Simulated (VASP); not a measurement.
The system is WAu.

```xyz
2
Lattice="0.0000 2.7480 2.7480 2.7480 0.0000 2.7480 2.7480 2.7480 0.0000" Properties=species:S:1:pos:R:3 pbc="T T T"
W     0.0000    0.0000    0.0000
Au    4.1220    4.1220    4.1220
```

| Property | Result |
| --- | --- |
| Program | VASP 6.6.1 |
| Task | relaxation of cell and atoms |
| Functional | BLYP |
| Potentials or basis | VASP PAW PBE potentials, release 64 (W_sv, Au) |
| Cutoff | 600 eV |
| k mesh | 8 × 8 × 8 |
| Occupations | fermi-dirac, width 0.05 eV |
| Spin | no spin polarisation |

At the start: pressure 42.6 GPa; volume 20.75 Å³/atom.

How do energy, volume and symmetry change on relaxing?

Over 5 steps the energy falls by 557.8 meV/atom and the volume is 25.98 Å³/atom (+25.2 %); space group F-43m (No. 216, to 0.05 Å).

The path:
```csv
step,energy change (eV),largest force (eV/Å),pressure (GPa),volume (Å³)
1,0.0000,0.0000,42.59,41.50
2,1.2985,0.0000,-13.98,84.23
3,-1.0912,0.0000,-3.72,53.99
4,-1.1129,0.0000,-1.28,52.62
5,-1.1155,0.0000,0.04,51.96
```

Final structure:
```
W Au
1.0
     0.00000    2.96170    2.96170
     2.96170    0.00000    2.96170
     2.96170    2.96170    0.00000
W Au
1 1
Direct
  0.00000 0.00000 0.00000
  0.75000 0.75000 0.75000
```

Caveat: the volume moved by over 15 % at a fixed basis, so the end points are rough; the PAW data sets were made with another functional, which shifts forces and pressure a little.
